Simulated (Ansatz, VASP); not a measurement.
Ag in VASP and in Ansatz

```
CELL_PARAMETERS angstrom
0.00000 2.05218 2.05218
2.05218 0.00000 2.05218
2.05218 2.05218 0.00000
ATOMIC_POSITIONS crystal
Ag 0.00000 0.00000 0.00000
```

Alike in both runs: functional r2SCAN; k mesh 18 × 18 × 18; occupations gaussian, width 0.1 eV; no spin polarisation.

Ansatz relaxed the structure, and its values are those at the end. VASP's run is a single point on that final structure, the one shown.

|  | VASP | Ansatz |
| --- | --- | --- |
| version | VASP 6.6.1 | Ansatz 0.2.0 |
| potentials or method | VASP PAW PBE potentials, release 64 (Ag), cutoff 520 eV | scalar-relativistic, plane waves, PAW |
| valence electrons in the cell | 11 | 19 |

VASP gave:

```
gap on the k mesh at the Fermi level (eV) : none
pressure (GPa)                            : 0.1
```

Problem. Which values does Ansatz return?

Solution. gap on the k mesh at the Fermi level (eV): none; pressure (GPa): 0.0.

VASP's potentials were made for PBE, not for r2SCAN. A gap of «none» marks a metal or a gap that the smearing closes. VASP's potentials hold 11 valence electrons a cell and Ansatz's 19, so a difference there can come from the potentials and not from the codes.
